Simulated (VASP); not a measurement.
# Rb (I4/mmm) in VASP: further runs, part 2 of 2

VASP 6.6.1.

### 3 Single point, PBEsol (strain +0.000 along x and y, -0.025 along z)

Contents of INCAR:

```
PREC = Accurate
ENCUT = 520
EDIFF = 1E-6
ISMEAR = 0
SIGMA = 0.15
LREAL = False
LASPH = True
NELM = 100
ALGO = Fast
ISIF = 2
LWAVE = False
LCHARG = False
GGA = PS
NBANDS = 10
```

Contents of KPOINTS:

```
regular mesh
0
Gamma
  12 12 12
```

Contents of POSCAR:

```
Rb
1.0
   -2.8060000000      2.8060000000      2.7358500000
    2.8060000000     -2.8060000000      2.7358500000
    2.8060000000      2.8060000000     -2.7358500000
Rb
1
Direct
    0.0000000000      0.0000000000      0.0000000000
```

Potentials or basis: VASP PAW PBE potentials, release 64 (Rb_sv).

Started as:

```console
$ cat potpaw_PBE.64/Rb_sv/POTCAR > POTCAR
$ mpirun -np 1 vasp_std > vasp.out
```

OUTCAR:

```text
PREC = Accurate
   ENCUT = 520
   EDIFF = 1E-6
   ISMEAR = 0
   LREAL = False
   LASPH = True
   NELM = 100
   ISIF = 2
   GGA = PS

 ion  position               nearest neighbor table
   1  0.000  0.000  0.000-

  LATTYP: Found a body centered tetragonal cell.
 ALAT       =     5.6120000000
 C/A-ratio  =     0.9750000000

  Lattice vectors:

 A1 = (  -2.8060000000,   2.8060000000,   2.7358500000)
 A2 = (   2.8060000000,  -2.8060000000,   2.7358500000)
 A3 = (   2.8060000000,   2.8060000000,  -2.7358500000)

Analysis of symmetry for initial positions (statically):
=====================================================================
 Subroutine PRICEL returns:
 Original cell was already a primitive cell.

 Routine SETGRP: Setting up the symmetry group for a
 body centered tetragonal supercell.

 Subroutine GETGRP returns: Found 16 space group operations
 (whereof 16 operations were pure point group operations)
 out of a pool of 16 trial point group operations.

The static configuration has the point symmetry D_4h.

Analysis of symmetry for dynamics (positions and initial velocities):
=====================================================================
 Subroutine PRICEL returns:
 Original cell was already a primitive cell.

 Routine SETGRP: Setting up the symmetry group for a
 body centered tetragonal supercell.

 Subroutine GETGRP returns: Found 16 space group operations
 (whereof 16 operations were pure point group operations)
 out of a pool of 16 trial point group operations.

The dynamic configuration has the point symmetry D_4h.

 Subroutine INISYM returns: Found 16 space group operations
 (whereof 16 operations are pure point group operations),
 and found     1 'primitive' translations

----------------------------------------------------------------------------------------

                                     Primitive cell

  volume of cell :      86.1643

  direct lattice vectors                    reciprocal lattice vectors
    -2.806000000  2.806000000  2.735850000     0.000000000  0.178189594  0.182758558
     2.806000000 -2.806000000  2.735850000     0.178189594  0.000000000  0.182758558
     2.806000000  2.806000000 -2.735850000     0.178189594  0.178189594  0.000000000

  length of vectors
     4.819973778  4.819973778  4.819973778     0.255249332  0.255249332  0.251998140

  position of ions in fractional coordinates (direct lattice)
     0.000000000  0.000000000  0.000000000

  ion indices of the primitive-cell ions
   primitive index   ion index
                 1           1

----------------------------------------------------------------------------------------

 KPOINTS: regular mesh

Automatic generation of k-mesh.
 Grid dimensions read from file:
 generate k-points for:   12   12   12

 Generating k-lattice:

  Cartesian coordinates                     Fractional coordinates (reciprocal lattice)
     0.000000000  0.014849133  0.015229880     0.083333333 -0.000000000  0.000000000
     0.014849133  0.000000000  0.015229880    -0.000000000  0.083333333  0.000000000
     0.014849133  0.014849133  0.000000000     0.000000000  0.000000000  0.083333333

  Length of vectors
     0.021270778  0.021270778  0.020999845

  Shift w.r.t. Gamma in fractional coordinates (k-lattice)
     0.000000000  0.000000000  0.000000000

 Subroutine IBZKPT returns following result:
 ===========================================

 Found    163 irreducible k-points:

 Following reciprocal coordinates:
            Coordinates               Weight
  0.000000  0.000000  0.000000      1.000000
  0.083333  0.000000 -0.000000      8.000000
  0.166667  0.000000 -0.000000      8.000000
  0.250000  0.000000 -0.000000      8.000000
  0.333333  0.000000 -0.000000      8.000000
  0.416667  0.000000 -0.000000      8.000000
[... 16 lines left out ...]
  0.500000  0.166667 -0.000000     16.000000
 -0.416667  0.166667  0.000000     16.000000
 [... further k-points ...]
   k-points           NKPTS =    163   k-points in BZ     NKDIM =    163   number of bands    NBANDS=     10
   number of dos      NEDOS =    301   number of ions     NIONS =      1
   total plane-waves  NPLWV =  46656
   dimension x,y,z NGX =    36 NGY =   36 NGZ =   36
   dimension x,y,z NGXF=    72 NGYF=   72 NGZF=   72
   ions per type =               1
   NGX,Y,Z   is equivalent  to a cutoff of  12.42, 12.42, 12.42 a.u.
   NGXF,Y,Z  is equivalent  to a cutoff of  24.83, 24.83, 24.83 a.u.
 SYSTEM =  unknown system
   PREC   = accura    normal or accurate (medium, high low for compatibility)
   ISTART =      0    job   : 0-new  1-cont  2-samecut
   ICHARG =      2    charge: 1-file 2-atom 10-const
   ISPIN  =      1    spin polarized calculation?
   LNONCOLLINEAR =      F non collinear calculations
   LSORBIT =      F    spin-orbit coupling
   LASPH  =      T    aspherical Exc in radial PAW
   ENCUT  =  520.0 eV  38.22 Ry    6.18 a.u.   8.96  8.96  8.96*2*pi/ulx,y,z
   NELM   =    100;   NELMIN=  2; NELMDL= -5     # of ELM steps
   EDIFF  = 0.1E-05   stopping-criterion for ELM
   LREAL  =      F    real-space projection
   EDIFFG = 0.1E-04   stopping-criterion for IOM
   NSW    =      0    number of steps for IOM
   IBRION =     -1    ionic relax: 0-MD 1-quasi-New 2-CG
   NFREE  =      0    steps in history (QN), initial steepest desc. (CG)
   ISIF   =      2    stress and relaxation
   ISYM   =      2    0-nonsym 1-usesym 2-fastsym
   POTIM  = 0.5000    time-step for ionic-motion
   TEBEG  =    0.0;   TEEND  =   0.0 temperature during run
   PSTRESS=    0.0 pullay stress
   NELECT =       9.0000    total number of electrons
   NUPDOWN=      -1.0000    fix difference up-down
   EMIN   =  10.00;   EMAX   =-10.00  energy-range for DOS
   EFERMI =   0.00;   METHOD = LEGACY
   ISMEAR =     0;   SIGMA  =   0.15  broadening in eV -4-tet -1-fermi 0-gaus
   EFERMI_NEDOS =   21; number of points for ismear=-14 and -15
   IALGO  =     68    algorithm
   IMIX   =      4    mixing-type and parameters
     AMIX     =   0.40;   BMIX     =  1.00
     AMIX_MAG =   1.60;   BMIX_MAG =  1.00
  volume/ion in A,a.u.               =      86.16       581.47
  Fermi-wavevector in a.u.,A,eV,Ry     =   0.770986  1.456952  8.087566  0.594419
  Thomas-Fermi vector in A             =   1.872307
   LORBIT       =      0    0 simple, 1 ext, 2 COOP (PROOUT), +10 PAW based schemes
   GGA     = PS    functional components
   LHFCALC =     F    Hartree Fock is set to
   AEXX    =    0.0000 exact exchange contribution
   IVDW    =     0    specifies the selected vdW correction
   LEPSILON=     F    determine dielectric tensor
   LRPA    =     F    only Hartree local field effects (RPA)
 non-spin polarized calculation
 RMM-DIIS sequential band-by-band and
 Gauss-broadening in eV      SIGMA  =   0.15
  energy-cutoff  :      520.00
  volume of cell :       86.16
 maximum number of plane-waves:      2358
   NGX = 17   NGY = 17   NGZ = 17

 number of electron       9.0000000 magnetization

 Free energy of the ion-electron system (eV)
  ---------------------------------------------------
  ext. energy  EPLUGINS =         0.00000000
  ---------------------------------------------------
  free energy    TOTEN  =        -1.02907970 eV

  energy without entropy =       -1.01795440  energy(sigma->0) =       -1.02351705

 E-fermi :   0.0623     XC(G=0):  -5.6585

 val. band max:        0.0359583739   @ k =   0.5000   0.2500  -0.0000
 cond. band min:       0.0707308999   @ k =   0.5000   0.3333  -0.0000
 fundamental gap:      0.0347725260
 Fermi energy:         0.0622871131

 k-point     1 :       0.0000    0.0000    0.0000
  band No.  band energies     occupation
      1     -28.7594      2.00000
      2     -12.8004      2.00000
      3     -12.8003      2.00000
      4     -12.8003      2.00000
      5      -1.9809      2.00000
      6       3.7101      0.00000
      7       3.8456      0.00000
      8       3.8456      0.00000
      9       4.6890      0.00000
     10       4.8778      0.00000

 k-point     2 :       0.0833    0.0000   -0.0000
  band No.  band energies     occupation
      1     -28.7590      2.00000
      2     -12.8084      2.00000
      3     -12.8030      2.00000
      4     -12.8004      2.00000
      5      -1.8937      2.00000
      6       3.6361      0.00000
      7       3.7120      0.00000
      8       3.8749      0.00000
      9       4.5959      0.00000
     10       4.7509      0.00000
[... 274 lines left out ...]
 k-point    24 :      -0.4167    0.1667    0.0000
  band No.  band energies     occupation
      1     -28.7548      2.00000
      2     -12.8886      2.00000
      3     -12.8349      2.00000
      4     -12.8088      2.00000
      5      -0.4991      2.00000
      6       1.9738      0.00000
      7       2.4953      0.00000
      8       4.4477      0.00000
      9       4.7242      0.00000
     10       5.3184      0.00000

 [... further k-points ...]
[... 5 lines left out ...]
  --------------------------------------------------------------------------------------
  -------------------------------------------------------------------------------------
  Total        0.0041226      0.0041226      0.0083878      0.0000000     -0.0000000      0.0000000
  in kB        0.0766569      0.0766569      0.1559660      0.0000000     -0.0000000      0.0000000
  external PRESSURE =       0.1030932 kB  Pullay stress =       0.0000000 kB

 VOLUME and BASIS-vectors are now :
 -----------------------------------------------------------------------------
  energy-cutoff  :      520.00
  volume of cell :       86.16
      direct lattice vectors                 reciprocal lattice vectors
    -2.806000000  2.806000000  2.735850000     0.000000000  0.178189594  0.182758558
     2.806000000 -2.806000000  2.735850000     0.178189594  0.000000000  0.182758558
     2.806000000  2.806000000 -2.735850000     0.178189594  0.178189594  0.000000000

 POSITION                                       TOTAL-FORCE (eV/Angst)
 -----------------------------------------------------------------------------------
      0.00000      0.00000      0.00000        -0.000000     -0.000000     -0.000000
 -----------------------------------------------------------------------------------
    total drift:                               -0.000000      0.000000      0.000000

  FREE ENERGIE OF THE ION-ELECTRON SYSTEM (eV)
  ---------------------------------------------------
  free  energy   TOTEN  =        -1.0290797028 eV

  energy  without entropy=       -1.0179544049  energy(sigma->0) =       -1.02351705
```

OSZICAR:

```text
N       E                     dE             d eps       ncg     rms          rms(c)
DAV:   1     0.425348317040E+02    0.42535E+02   -0.33313E+03  3260   0.661E+02
DAV:   2     0.170083779129E+01   -0.40834E+02   -0.39951E+02  3608   0.126E+02
DAV:   3    -0.906802785451E+00   -0.26076E+01   -0.26009E+01  4270   0.322E+01
DAV:   4    -0.102748594927E+01   -0.12068E+00   -0.12032E+00  4614   0.589E+00
DAV:   5    -0.102939642112E+01   -0.19105E-02   -0.19095E-02  4360   0.685E-01    0.120E+00
RMM:   6    -0.102878464718E+01    0.61177E-03   -0.17369E-03  3881   0.258E-01    0.741E-01
RMM:   7    -0.102899963991E+01   -0.21499E-03   -0.40039E-03  4092   0.375E-01    0.528E-02
RMM:   8    -0.102907234180E+01   -0.72702E-04   -0.24795E-04  4942   0.980E-02    0.858E-03
RMM:   9    -0.102907815040E+01   -0.58086E-05   -0.59306E-05  5466   0.364E-02    0.719E-03
RMM:  10    -0.102907954581E+01   -0.13954E-05   -0.10316E-05  5241   0.169E-02    0.448E-03
RMM:  11    -0.102907970281E+01   -0.15701E-06   -0.39875E-06  4497   0.885E-03
   1 F= -.10290797E+01 E0= -.10235171E+01  d E =-.111253E-01
```

stdout:

```text
POSCAR found type information on POSCAR Rb
 POSCAR found :  1 types and       1 ions
 scaLAPACK will be used
 -----------------------------------------------------------------------------
|                                                                             |
|                                                                             |
|     You enforced a specific xc type in the INCAR file but a different       |
|     I HOPE YOU KNOW WHAT YOU ARE DOING!                                     |
|                                                                             |
 -----------------------------------------------------------------------------

 LDA part: xc-table for (Slater+PW92), standard interpolation
 POSCAR, INCAR and KPOINTS ok, starting setup
 FFT: planning ... GRIDC
 FFT: planning ... GRID_SOFT
 FFT: planning ... GRID
 WAVECAR not read
 entering main loop
```

Run time: 39 s. Hardware: 1 thread of Intel Xeon 6975P-C (Granite Rapids), shared host; peak memory 0.28 GiB.

What came out:

| Item | Value |
| --- | --- |
| Free energy | -1.0291 eV |
| Pressure | 0.0 GPa |

Levels at points of the mesh, in eV from the Fermi level:
```tsv
k point	band 2	band 3	band 4	band 5	band 6	band 7	band 8	band 9
(0.00, 0.00, 0.00)	-12.86	-12.86	-12.86	-2.04	3.65	3.78	3.78	4.63
(0.50, 0.00, 0.00)	-12.98	-12.90	-12.86	0.24	0.85	2.55	4.41	5.28
(0.50, 0.50, 0.00)	-12.98	-12.90	-12.86	0.20	0.79	2.70	4.32	5.30
(0.50, 0.50, 0.50)	-12.95	-12.95	-12.94	1.20	1.27	3.31	3.31	3.56
```

Caveat: the cell differs from its parent crystal (strain +0.000 along x and y, -0.025 along z); the PAW data sets were made with another functional, which shifts forces and pressure a little.

### 4 Single point, PBEsol (strain +0.000 along x and y, +0.025 along z)

Contents of INCAR:

```
PREC = Accurate ; ENCUT = 520
EDIFF = 1E-7 ; ISMEAR = 0
SIGMA = 0.15 ; LREAL = F
LASPH = T ; NELM = 100
ALGO = Fast ; ISIF = 2
LWAVE = F ; LCHARG = T
GGA = PS ; LELF = T
LVHAR = T ; NBANDS = 10
```

Contents of KPOINTS:

```
Automatic mesh
0
Gamma
  12 12 12
```

Contents of POSCAR:

```
Rb
1.0
   -2.8060000000      2.8060000000      2.8761500000
    2.8060000000     -2.8060000000      2.8761500000
    2.8060000000      2.8060000000     -2.8761500000
Rb
1
Direct
    0.0000000000      0.0000000000      0.0000000000
```

Started as:

```console
$ cat potpaw_PBE.64/Rb_sv/POTCAR > POTCAR
$ mpirun -np 1 vasp_std > vasp.out
```

Wall time 48 s (1 thread of Intel Xeon 6975P-C (Granite Rapids), shared host); peak memory 0.29 GiB.

Results (log left out):

```
Free energy : -1.0275 eV
Pressure    : -0.1 GPa
```

Levels at points of the mesh, in eV from the Fermi level:
| k point | band 1 | band 2 | band 3 | band 4 | band 5 | band 6 | band 7 | band 8 | band 9 | band 10 |
| --- | --- | --- | --- | --- | --- | --- | --- | --- | --- | --- |
| (0.00, 0.00, 0.00) | -28.85 | -12.90 | -12.90 | -12.90 | -1.97 | 3.65 | 3.65 | 3.78 | 4.55 | 4.73 |
| (0.50, 0.00, 0.00) | -28.84 | -12.99 | -12.93 | -12.89 | 0.23 | 0.77 | 2.64 | 4.24 | 5.22 | 5.25 |
| (0.50, 0.50, 0.00) | -28.84 | -12.99 | -12.93 | -12.90 | 0.27 | 0.83 | 2.51 | 4.33 | 5.11 | 5.33 |
| (0.50, 0.50, 0.50) | -28.84 | -12.97 | -12.96 | -12.96 | 1.23 | 1.30 | 3.10 | 3.34 | 3.34 | 4.83 |

Caveat: the cell differs from its parent crystal (strain +0.000 along x and y, +0.025 along z); the PAW data sets were made with another functional, which shifts forces and pressure a little.

### 5 Overview

| cell | further INCAR settings | gap on the mesh (eV) | pressure (GPa) |
| --- | --- | --- | --- |
| a = 4.779 Å, angles 110.2, 110.2, 108.1°, 1 atom | ALGO = Fast; EDIFF = 1e-06; NBANDS = 10 | none | 0.1 |
| a = 4.820 Å, angles 108.8, 108.8, 110.8°, 1 atom | ALGO = Fast; EDIFF = 1e-06; NBANDS = 10 | none | 0.0 |
| a = 4.901 Å, angles 110.1, 110.1, 108.1°, 1 atom | ALGO = Fast; EDIFF = 1e-07; NBANDS = 10 | none | -0.1 |

Alike in all rows: task single point; level PBEsol; potentials or basis VASP PAW PBE potentials, release 64 (Rb_sv); no spin polarisation; k mesh 12 × 12 × 12; cutoff (eV) 520; smearing gaussian 0.15 eV.

Caveats: the PAW data sets were made with another functional, which shifts forces and pressure a little.

Absolute energies hang on the potentials; compare differences alone.
